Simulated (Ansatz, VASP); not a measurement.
Mg2C3 in VASP and in Ansatz

```xyz
5
Lattice="2.4197 -2.3715 -0.0062 2.4197 2.3715 -0.0062 -1.2421 0.0000 4.7280" Properties=species:S:1:pos:R:3 pbc="T T T"
Mg    3.6649    0.0000    0.9282
Mg   -0.0676    0.0000    3.7874
C     1.1472    0.0000    1.2324
C     2.4501    0.0000    3.4832
C     1.7987    0.0000    2.3578
```

Alike in both runs: task single point; functional r2SCAN; k mesh 10 × 10 × 6; occupations gaussian, width 0.05 eV; no spin polarisation.

|  | VASP | Ansatz |
| --- | --- | --- |
| version | VASP 6.6.1 | Ansatz 0.2.0 |
| potentials or method | VASP PAW PBE potentials, release 64 (Mg, C), cutoff 520 eV | scalar-relativistic, plane waves, PAW |
| valence electrons in the cell | 16 | 32 |

```tsv
	VASP	Ansatz	Ansatz less VASP
gap on the k mesh at the Fermi level (eV)	2.08	2.08	-0.009
least direct gap on the mesh (eV)	3.04	3.04	-0.001
pressure (GPa)	3.2	3.5	+0.30
traceless stress, the component that is largest in VASP (GPa)	9.36	8.94	-0.423
rms of the force components (eV/Å)	0.498	0.456	-0.0413
```

VASP's potentials were made for PBE, not for r2SCAN. Atom by atom the forces differ by 0.043 eV/Å (rms over components). With one functional, cell and mesh, what is left measures potentials, basis and numerics. VASP's potentials hold 16 valence electrons a cell and Ansatz's 32, so a difference there can come from the potentials and not from the codes.
